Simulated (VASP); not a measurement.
# NiGe3 (Fm-3m) in VASP: further runs, part 2 of 2

VASP 6.6.1. The steps go on from the part before.

## (3) Relaxation of cell and atoms, PBEsol

This run uses another cell than the first one, of 13.99 Å³/atom.

File INCAR:

```
PREC = Accurate
ENCUT = 600
EDIFF = 1E-6
ISMEAR = 0
SIGMA = 0.1
LREAL = F
LASPH = T
NELM = 60
ALGO = Normal
ISIF = 3
LWAVE = F
LCHARG = F
GGA = PS
IBRION = 2
NSW = 100
EDIFFG = -0.05
```

File KPOINTS:

```
Automatic mesh
0
Gamma
  6 6 6
```

File POSCAR:

```
NiGe3
1.0
    0.0000000000      3.0355576021      3.0355576021
    3.0355576021      0.0000000000      3.0355576021
    3.0355576021      3.0355576021      0.0000000000
Ge Ni
3 1
Direct
    0.2500000000      0.2500000000      0.2500000000
    0.7500000000      0.7500000000      0.7500000000
    0.5000000000      0.5000000000      0.5000000000
    0.0000000000      0.0000000000      0.0000000000
```

Potentials or basis: VASP PAW PBE potentials, release 64 (Ge_d, Ni).

Launch:

```sh
$ cat potpaw_PBE.64/Ge_d/POTCAR potpaw_PBE.64/Ni/POTCAR > POTCAR
$ mpirun -np 1 vasp_std > vasp.out
```

OUTCAR:

```text
PREC = Accurate
   ENCUT = 600
   EDIFF = 1E-6
   ISMEAR = 0
   LREAL = F
   LASPH = T
   NELM = 60
   ISIF = 3
   GGA = PS
   IBRION = 2
   NSW = 100
   EDIFFG = -0.05

 ion  position               nearest neighbor table
   1  0.250  0.250  0.250-   4 2.63   3 2.63   4 2.63   3 2.63   4 2.63   4 2.63   3 2.63   3 2.63

   2  0.750  0.750  0.750-   3 2.63   3 2.63   4 2.63   4 2.63   3 2.63   3 2.63   4 2.63   4 2.63

   3  0.500  0.500  0.500-   1 2.63   1 2.63   2 2.63   2 2.63   1 2.63   1 2.63   2 2.63   2 2.63

   4  0.000  0.000  0.000-   2 2.63   1 2.63   2 2.63   1 2.63   2 2.63   2 2.63   1 2.63   1 2.63

  LATTYP: Found a face centered cubic cell.
 ALAT       =     6.0711152042

  Lattice vectors:

 A1 = (   0.0000000000,   3.0355576021,   3.0355576021)
 A2 = (   3.0355576021,   0.0000000000,   3.0355576021)
 A3 = (   3.0355576021,   3.0355576021,   0.0000000000)

Analysis of symmetry for initial positions (statically):
=====================================================================
 Subroutine PRICEL returns:
 Original cell was already a primitive cell.

 Routine SETGRP: Setting up the symmetry group for a
 face centered cubic supercell.

 Subroutine GETGRP returns: Found 48 space group operations
 (whereof 48 operations were pure point group operations)
 out of a pool of 48 trial point group operations.

The static configuration has the point symmetry O_h .

Analysis of symmetry for dynamics (positions and initial velocities):
=====================================================================
 Subroutine PRICEL returns:
 Original cell was already a primitive cell.

 Routine SETGRP: Setting up the symmetry group for a
 face centered cubic supercell.

 Subroutine GETGRP returns: Found 48 space group operations
 (whereof 48 operations were pure point group operations)
 out of a pool of 48 trial point group operations.

The dynamic configuration has the point symmetry O_h .

 Subroutine INISYM returns: Found 48 space group operations
 (whereof 48 operations are pure point group operations),
 and found     1 'primitive' translations

----------------------------------------------------------------------------------------

                                     Primitive cell

  volume of cell :      55.9430

  direct lattice vectors                    reciprocal lattice vectors
     0.000000000  3.035557602  3.035557602    -0.164714384  0.164714384  0.164714384
     3.035557602  0.000000000  3.035557602     0.164714384 -0.164714384  0.164714384
     3.035557602  3.035557602  0.000000000     0.164714384  0.164714384 -0.164714384

  length of vectors
     4.292926730  4.292926730  4.292926730     0.285293682  0.285293682  0.285293682

  position of ions in fractional coordinates (direct lattice)
     0.250000000  0.250000000  0.250000000
     0.750000000  0.750000000  0.750000000
     0.500000000  0.500000000  0.500000000
     0.000000000  0.000000000  0.000000000

  ion indices of the primitive-cell ions
   primitive index   ion index
                 1           1
                 2           2
                 3           3
                 4           4

----------------------------------------------------------------------------------------

 KPOINTS: Automatic mesh

Automatic generation of k-mesh.
 Grid dimensions read from file:
 generate k-points for:    6    6    6

 Generating k-lattice:

  Cartesian coordinates                     Fractional coordinates (reciprocal lattice)
    -0.027452397  0.027452397  0.027452397     0.166666667  0.000000000  0.000000000
     0.027452397 -0.027452397  0.027452397     0.000000000  0.166666667  0.000000000
     0.027452397  0.027452397 -0.027452397     0.000000000  0.000000000  0.166666667

  Length of vectors
     0.047548947  0.047548947  0.047548947

  Shift w.r.t. Gamma in fractional coordinates (k-lattice)
     0.000000000  0.000000000  0.000000000

 Subroutine IBZKPT returns following result:
 ===========================================

 Found     16 irreducible k-points:

 Following reciprocal coordinates:
            Coordinates               Weight
  0.000000  0.000000  0.000000      1.000000
  0.166667  0.000000  0.000000      8.000000
  0.333333  0.000000  0.000000      8.000000
  0.500000  0.000000  0.000000      4.000000
  0.166667  0.166667  0.000000      6.000000
  0.333333  0.166667  0.000000     24.000000
[... 8 lines left out ...]
 -0.333333  0.333333  0.166667     24.000000
 -0.333333  0.500000  0.166667     12.000000
   k-points           NKPTS =     16   k-points in BZ     NKDIM =     16   number of bands    NBANDS=     31
   number of dos      NEDOS =    301   number of ions     NIONS =      4
   total plane-waves  NPLWV =  46656
   dimension x,y,z NGX =    36 NGY =   36 NGZ =   36
   dimension x,y,z NGXF=    72 NGYF=   72 NGZF=   72
   ions per type =               3   1
   NGX,Y,Z   is equivalent  to a cutoff of  13.94, 13.94, 13.94 a.u.
   NGXF,Y,Z  is equivalent  to a cutoff of  27.88, 27.88, 27.88 a.u.
 SYSTEM =  unknown system
   PREC   = accura    normal or accurate (medium, high low for compatibility)
   ISTART =      0    job   : 0-new  1-cont  2-samecut
   ICHARG =      2    charge: 1-file 2-atom 10-const
   ISPIN  =      1    spin polarized calculation?
   LNONCOLLINEAR =      F non collinear calculations
   LSORBIT =      F    spin-orbit coupling
   LASPH  =      T    aspherical Exc in radial PAW
   ENCUT  =  600.0 eV  44.10 Ry    6.64 a.u.   8.57  8.57  8.57*2*pi/ulx,y,z
   NELM   =     60;   NELMIN=  2; NELMDL= -5     # of ELM steps
   EDIFF  = 0.1E-05   stopping-criterion for ELM
   LREAL  =      F    real-space projection
   EDIFFG = -.5E-01   stopping-criterion for IOM
   NSW    =    100    number of steps for IOM
   IBRION =      2    ionic relax: 0-MD 1-quasi-New 2-CG
   NFREE  =      1    steps in history (QN), initial steepest desc. (CG)
   ISIF   =      3    stress and relaxation
   ISYM   =      2    0-nonsym 1-usesym 2-fastsym
   POTIM  = 0.5000    time-step for ionic-motion
   TEBEG  =    0.0;   TEEND  =   0.0 temperature during run
   PSTRESS=    0.0 pullay stress
   NELECT =      52.0000    total number of electrons
   NUPDOWN=      -1.0000    fix difference up-down
   EMIN   =  10.00;   EMAX   =-10.00  energy-range for DOS
   EFERMI =   0.00;   METHOD = LEGACY
   ISMEAR =     0;   SIGMA  =   0.10  broadening in eV -4-tet -1-fermi 0-gaus
   EFERMI_NEDOS =   21; number of points for ismear=-14 and -15
   IALGO  =     38    algorithm
   IMIX   =      4    mixing-type and parameters
     AMIX     =   0.40;   BMIX     =  1.00
     AMIX_MAG =   1.60;   BMIX_MAG =  1.00
  volume/ion in A,a.u.               =      13.99        94.38
  Fermi-wavevector in a.u.,A,eV,Ry     =   1.597696  3.019208 34.730672  2.552632
  Thomas-Fermi vector in A             =   2.695262
   LORBIT       =      0    0 simple, 1 ext, 2 COOP (PROOUT), +10 PAW based schemes
   GGA     = PS    functional components
   LHFCALC =     F    Hartree Fock is set to
   AEXX    =    0.0000 exact exchange contribution
   IVDW    =     0    specifies the selected vdW correction
   LEPSILON=     F    determine dielectric tensor
   LRPA    =     F    only Hartree local field effects (RPA)
 conjugate gradient relaxation of ions
 non-spin polarized calculation
 Gauss-broadening in eV      SIGMA  =   0.10
  energy-cutoff  :      600.00
  volume of cell :       55.94
 maximum number of plane-waves:      1893
 NGX is ok and might be reduce to    36
   NGX = 17   NGY = 17   NGZ = 17

--------------------------------------- Ionic step        1  -------------------------------------------

 number of electron      52.0000027 magnetization

 Free energy of the ion-electron system (eV)
  ---------------------------------------------------
  ext. energy  EPLUGINS =         0.00000000
  ---------------------------------------------------
  free energy    TOTEN  =       -19.79279704 eV

  energy without entropy =      -19.78502366  energy(sigma->0) =      -19.78891035

------------------------ aborting loop because EDIFF is reached ----------------------------------------

  FORCE on cell =-STRESS in cart. coord.  units (eV):
  Direction    XX          YY          ZZ          XY          YZ          ZX
  --------------------------------------------------------------------------------------
  -------------------------------------------------------------------------------------
  Total        5.4121634      5.4121634      5.4121634      0.0000000      0.0000000     -0.0000000
  in kB      155.0015527    155.0015527    155.0015527      0.0000000      0.0000000     -0.0000000
  external PRESSURE =     155.0015527 kB  Pullay stress =       0.0000000 kB
[... 61 lines left out ...]
  energy  without entropy=      -19.9616706787  energy(sigma->0) =      -19.96488046

--------------------------------------- Ionic step        3  -------------------------------------------

 number of electron      51.9999983 magnetization

 Free energy of the ion-electron system (eV)
  ---------------------------------------------------
  ext. energy  EPLUGINS =         0.00000000
  ---------------------------------------------------
  free energy    TOTEN  =       -20.08112726 eV

  energy without entropy =      -20.07473971  energy(sigma->0) =      -20.07793349

 E-fermi :   8.0183     XC(G=0): -12.1694

 val. band max:        8.0178735240   @ k =   0.5000   0.1667   0.0000
 cond. band min:       8.2854834281   @ k =   0.3333   0.1667   0.0000
 fundamental gap:      0.2676099041
 Fermi energy:         8.0182533857

 k-point     1 :       0.0000    0.0000    0.0000
  band No.  band energies     occupation
      1     -16.8631      2.00000
      2     -16.8631      2.00000
      3     -16.8631      2.00000
      4     -16.8445      2.00000
      5     -16.8445      2.00000
      6     -16.6605      2.00000
[... 564 lines left out ...]
  FREE ENERGIE OF THE ION-ELECTRON SYSTEM (eV)
  ---------------------------------------------------
  free  energy   TOTEN  =       -20.0811272610 eV

  energy  without entropy=      -20.0747397118  energy(sigma->0) =      -20.07793349

 reached required accuracy - stopping structural energy minimisation
```

CONTCAR:

```text
NiGe3
   1.00000000000000
     0.0000000000000000    3.1520010443812998    3.1520010443812998
     3.1520010443812998    0.0000000000000000    3.1520010443812998
     3.1520010443812998    3.1520010443812998   -0.0000000000000000
  Ge              Ni
     3     1
Direct
     0.2500000000000000    0.2500000000000000    0.2500000000000000
     0.7500000000000000    0.7500000000000000    0.7500000000000000
     0.5000000000000000    0.5000000000000000    0.5000000000000000
     0.0000000000000000    0.0000000000000000    0.0000000000000000

  0.00000000E+00  0.00000000E+00  0.00000000E+00
  0.00000000E+00  0.00000000E+00  0.00000000E+00
  0.00000000E+00  0.00000000E+00  0.00000000E+00
  0.00000000E+00  0.00000000E+00  0.00000000E+00
```

Run time: 50 s. Hardware: 1 thread of Intel Xeon 6975P-C (Granite Rapids), shared host; peak memory 0.22 GiB.

Results:

```yaml
Free_energy: -20.0811 eV
Relaxed_volume: 15.66 Å³/atom
Relaxed_cell: a = 4.458 Å, b = 4.458 Å, c = 4.458 Å, α = 60.00°, β = 60.00°, γ = 60.00°
Space_group_after_relaxing_to_0.1_Å: Fm-3m (No. 225)
Energy_gained_by_relaxing: 72.1 meV/atom
Ionic_steps: 3
Pressure_after_relaxing: 0.1 GPa
Band_gap_on_the_k_mesh: zero (bands 26 and 27 overlap by 0.84 eV)
```

The path:
```
step  energy change (eV)  largest force (eV/Å)  pressure (GPa)  volume (Å³)
   1              0.0000                0.0000           15.50        55.94
   2             -0.1753                0.0000           -6.83        67.63
   3             -0.2883                0.0000            0.06        62.63
```

Final structure:
```xyz
4
Lattice="0.0000 3.1520 3.1520 3.1520 0.0000 3.1520 3.1520 3.1520 0.0000" Properties=species:S:1:pos:R:3 pbc="T T T"
Ge    1.5760    1.5760    1.5760
Ge    4.7280    4.7280    4.7280
Ge    3.1520    3.1520    3.1520
Ni    0.0000    0.0000    0.0000
```

Levels at points of the mesh, in eV from the Fermi level:
| k point | band 22 | band 23 | band 24 | band 25 | band 26 | band 27 | band 28 | band 29 | band 30 | band 31 |
| --- | --- | --- | --- | --- | --- | --- | --- | --- | --- | --- |
| (0.00, 0.00, 0.00) | -1.75 | -1.75 | -1.43 | -1.43 | -1.43 | 0.58 | 0.58 | 0.58 | 1.96 | 1.96 |
| (0.50, 0.00, 0.00) | -1.75 | -1.75 | -1.52 | -1.52 | -0.33 | -0.33 | -0.18 | 3.64 | 4.68 | 5.73 |
| (0.50, 0.50, 0.00) | -1.80 | -1.80 | -1.58 | -1.23 | -0.82 | 4.35 | 4.35 | 4.43 | 5.45 | 5.45 |

Caveat: the PAW data sets were made with another functional, which shifts forces and pressure a little.

## (4) Single point, PBEsol

This run uses another cell than the first one, of 15.67 Å³/atom.

File INCAR:

```
  PREC = Accurate
  ENCUT = 520
  EDIFF = 1E-6
  ISMEAR = 0
  SIGMA = 0.1
  LREAL = False
  LASPH = True
  NELM = 100
  ALGO = Normal
  ISIF = 2
  LWAVE = False
  LCHARG = False
  GGA = PS
  NBANDS = 34
```

File KPOINTS:

```
regular mesh
0
Gamma
  12 12 12
```

File POSCAR:

```
NiGe3
1.0
    0.0000000000      3.1530310252      3.1530310252
    3.1530310252      0.0000000000      3.1530310252
    3.1530310252      3.1530310252      0.0000000000
Ge Ni
3 1
Direct
    0.2500000000      0.2500000000      0.2500000000
    0.7500000000      0.7500000000      0.7500000000
    0.5000000000      0.5000000000      0.5000000000
    0.0000000000      0.0000000000      0.0000000000
```

Launch:

```sh
$ cat potpaw_PBE.64/Ge_d/POTCAR potpaw_PBE.64/Ni/POTCAR > POTCAR
$ mpirun -np 1 vasp_std > vasp.out
```

Run time: 65 s. Hardware: 1 thread of Intel Xeon 6975P-C (Granite Rapids), shared host; peak memory 0.29 GiB.

Results (log left out):

- Free energy: -19.9688 eV
- Pressure: 0.2 GPa
- Band gap on the k mesh: zero (bands 26 and 27 overlap by 0.85 eV)

Levels at points of the mesh, in eV from the Fermi level:
```csv
k point,band 22,band 23,band 24,band 25,band 26,band 27,band 28,band 29,band 30,band 31
"(0.00, 0.00, 0.00)",-1.72,-1.72,-1.38,-1.38,-1.38,0.62,0.62,0.62,1.99,1.99
"(0.50, 0.00, 0.00)",-1.72,-1.72,-1.48,-1.48,-0.29,-0.29,-0.14,3.68,4.72,5.76
"(0.50, 0.50, 0.00)",-1.76,-1.76,-1.55,-1.20,-0.79,4.38,4.38,4.48,5.50,5.50
```

Caveat: the PAW data sets were made with another functional, which shifts forces and pressure a little. Spin polarisation is off, so any magnetic state and its effect on volume and gap are missing.

## (5) Relaxation of cell and atoms, PBEsol

File INCAR:

```
PREC = Accurate
ENCUT = 600
EDIFF = 1E-6
ISMEAR = 0
SIGMA = 0.1
LREAL = False
LASPH = True
NELM = 80
ALGO = Normal
ISIF = 3
LWAVE = False
LCHARG = False
GGA = PS
IBRION = 2
NSW = 100
EDIFFG = -0.01
```

File KPOINTS:

```
Automatic mesh
0
Gamma
  12 12 12
```

File POSCAR:

```
NiGe3
1.0
    0.0000000000      3.1477114616      3.1477114616
    3.1477114616      0.0000000000      3.1477114616
    3.1477114616      3.1477114616      0.0000000000
Ge Ni
3 1
Direct
    0.2500000000      0.2500000000      0.2500000000
    0.7500000000      0.7500000000      0.7500000000
    0.5000000000      0.5000000000      0.5000000000
    0.0000000000      0.0000000000      0.0000000000
```

Launch:

```sh
$ cat potpaw_PBE.64/Ge_d/POTCAR potpaw_PBE.64/Ni/POTCAR > POTCAR
$ mpirun -np 1 vasp_std > vasp.out
```

It took 4.4 min on 1 thread of Intel Xeon 6975P-C (Granite Rapids), shared host; peak memory 0.32 GiB.

It converged, with:

```yaml
Free_energy: -19.9687 eV
Relaxed_volume: 15.69 Å³/atom
Relaxed_cell: a = 4.461 Å, b = 4.461 Å, c = 4.461 Å, α = 60.00°, β = 60.00°, γ = 60.00°
Space_group_after_relaxing_to_0.1_Å: Fm-3m (No. 225)
Energy_gained_by_relaxing: 0.2 meV/atom
Ionic_steps: 8
Pressure_after_relaxing: 0.0 GPa
Band_gap_on_the_k_mesh: zero (bands 26 and 27 overlap by 0.84 eV)
```

The path:
```
step  energy change (eV)  largest force (eV/Å)  pressure (GPa)  volume (Å³)
   1              0.0000                0.0000            0.89        62.38
   2             -0.0002                0.0000           -0.75        63.16
   3             -0.0009                0.0000            0.13        62.78
   4             -0.0008                0.0000           -0.11        62.83
   5             -0.0008                0.0000            0.19        62.81
   6             -0.0008                0.0000           -0.19        62.82
   7             -0.0008                0.0000            0.24        62.67
   8             -0.0009                0.0000           -0.04        62.78
```

Final structure:
```
Ge Ni
1.0
     0.00000    3.15443    3.15443
     3.15443    0.00000    3.15443
     3.15443    3.15443    0.00000
Ge Ni
3 1
Direct
  0.25000 0.25000 0.25000
  0.75000 0.75000 0.75000
  0.50000 0.50000 0.50000
  0.00000 0.00000 0.00000
```

Levels at points of the mesh, in eV from the Fermi level:
| k point | band 24 | band 25 | band 26 | band 27 | band 28 | band 29 |
| --- | --- | --- | --- | --- | --- | --- |
| (0.00, 0.00, 0.00) | -1.38 | -1.38 | -1.38 | 0.62 | 0.62 | 0.62 |
| (0.50, 0.00, 0.00) | -1.48 | -1.48 | -0.29 | -0.29 | -0.15 | 3.67 |
| (0.50, 0.50, 0.00) | -1.54 | -1.19 | -0.79 | 4.38 | 4.38 | 4.47 |

Caveat: the PAW data sets were made with another functional, which shifts forces and pressure a little.

## (6) Summary

```tsv
task	cell	k mesh	cutoff (eV)	gap on the mesh (eV)	pressure (GPa)	relaxed volume (Å³/atom)
single point	a = 4.452 Å, angles 60.0°, 4 atoms	6 × 6 × 6	520	none	0.5	-
relaxation of cell and atoms	relaxed from a = 4.293 Å, angles 60.0°, 4 atoms	6 × 6 × 6	600	none	0.1	15.66
single point	a = 4.459 Å, angles 60.0°, 4 atoms	12 × 12 × 12	520	none	0.2	-
relaxation of cell and atoms	relaxed from a = 4.452 Å, angles 60.0°, 4 atoms	12 × 12 × 12	600	none	0.0	15.69
```

Alike in all rows: level PBEsol; potentials or basis VASP PAW PBE potentials, release 64 (Ge_d, Ni); no spin polarisation; smearing gaussian 0.1 eV.

Caveats: the PAW data sets were made with another functional, which shifts forces and pressure a little.

Absolute energies hang on the potentials; compare differences alone.
